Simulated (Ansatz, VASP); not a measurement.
## Two plane-wave programs on Sb

```
CELL_PARAMETERS angstrom
3.31739 0.00000 0.00000
-1.65869 2.87294 0.00000
0.00000 0.00000 11.38305
ATOMIC_POSITIONS crystal
Sb 0.00000 0.00000 0.00000
Sb 0.00000 0.00000 0.50000
Sb 0.33333 0.66667 0.25000
Sb 0.66667 0.33333 0.75000
```

Alike in both runs: functional r2SCAN; k mesh 11 × 11 × 3; occupations fermi-dirac, width 0.1 eV; no spin polarisation.

Ansatz relaxed the structure, and its values are those at the end. VASP's run is a single point on that final structure, the one shown.

|  | VASP | Ansatz |
| --- | --- | --- |
| version | VASP 6.6.1 | Ansatz 0.2.0 |
| potentials or method | VASP PAW PBE potentials, release 64 (Sb), cutoff 520 eV | plane waves (500 eV) with PAW, scalar-relativistic |
| valence electrons in the cell | 20 | 60 |

Ansatz gave:

| Property | Result |
| --- | --- |
| pressure (GPa) | 0.0 |

Task: Which values does VASP return?

Result: Pressure (GPa): -0.1.

VASP's potentials were made for PBE, not for r2SCAN. VASP's potentials hold 20 valence electrons a cell and Ansatz's 60, so a difference there can come from the potentials and not from the codes.

Spin-orbit coupling is off throughout.
